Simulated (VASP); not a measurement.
Wanted: the native input for a VASP 6.6.1 run.

```yaml
Task: dielectric tensor
Functional: PBEsol
Potentials_or_basis: VASP PAW PBE potentials, release 64 (N, B)
Cutoff: 520 eV
k_mesh: 12 × 12 × 4
Occupations: gaussian, width 0.01 eV
Spin: no spin polarisation
Dipole_correction: no
Further_INCAR_settings: ALGO = Normal; EDIFF = 1e-08
```

The structure of BN lies in POSCAR:

```
BN
1.0
    2.4982400000      0.0000000000      0.0000000000
   -1.2491200000      2.1635393048      0.0000000000
    0.0000000000      0.0000000000      6.6357000000
N B
2 2
Direct
    0.6666666667      0.3333333333      0.2500000000
    0.3333333333      0.6666666667      0.7500000000
    0.6666666667      0.3333333333      0.7500000000
    0.3333333333      0.6666666667      0.2500000000
```

One way to write it, as run:

INCAR

```
SYSTEM = BN
ALGO     = Normal         ! electronic algorithm
EDIFF    = 1E-8           ! SCF threshold, eV
ENCUT    = 520            ! plane-wave cutoff, eV
GGA      = PS             ! functional
ISIF     = 2              ! what is computed and relaxed
ISMEAR   = 0              ! smearing method
LASPH    = .TRUE.         ! aspherical terms in the spheres
LCHARG   = .FALSE.        ! write CHGCAR
LEPSILON = .TRUE.         ! dielectric tensor by DFPT
LREAL    = .FALSE.        ! projectors in reciprocal space
LWAVE    = .FALSE.        ! write WAVECAR
NELM     = 80             ! most SCF steps
PREC     = Accurate       ! precision mode
SIGMA    = 0.01           ! smearing width, eV
```

KPOINTS

```
k-points
0
G
  12 12 4
  0 0 0
```

Potentials or basis: VASP PAW PBE potentials, release 64 (N, B).

Command:

```bash
$ cat potpaw_PBE.64/N/POTCAR potpaw_PBE.64/B/POTCAR > POTCAR
$ mpirun -np 1 vasp_std > vasp.out
```

It gave:

The band gap on the k mesh is 4.18 eV (least direct gap 4.60 eV) and the electronic dielectric tensor (diagonal) is 4.81, 4.81, 2.74. The born charges (mean of the diagonal) is N -2.05; B +2.05 e.

It took 2.3 min on 1 thread of Intel(R) Xeon(R) Platinum 8559C (Emerald Rapids) (shared host), peak memory 0.27 GiB.
